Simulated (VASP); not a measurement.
Runs of VASP 6.6.1 on ZnS. The structure is that of space group Pmm2 (No. 25), or close to it. The cells are those of the table. 

```tsv
cell	k mesh	smearing	gap on the mesh (eV)	largest force (eV/Å)
a = 3.825, b = 3.825, c = 16.000 Å, 2 atoms	4 × 4 × 1	gaussian 0.1 eV	0.02	2.32
a = 4.978, b = 4.000, c = 26.505 Å, 2 atoms	4 × 4 × 1	gaussian 0.1 eV	(b)	0.02
a = 5.933, b = 3.996, c = 26.505 Å, 2 atoms	6 × 8 × 1	gaussian 0.02 eV	(a)	0.02
a = 4.978, b = 4.000, c = 26.505 Å, 2 atoms	6 × 8 × 1	gaussian 0.02 eV	2.12	0.02
```

Alike in all rows: task single point; level PBE; potentials or basis VASP PAW PBE potentials, release 64 (Zn, S); no spin polarisation; cutoff (eV) 520.

Problem. Estimate the missing entries.

Solution. (a) 2.36; (b) 2.11.

A k mesh can miss the band edges.
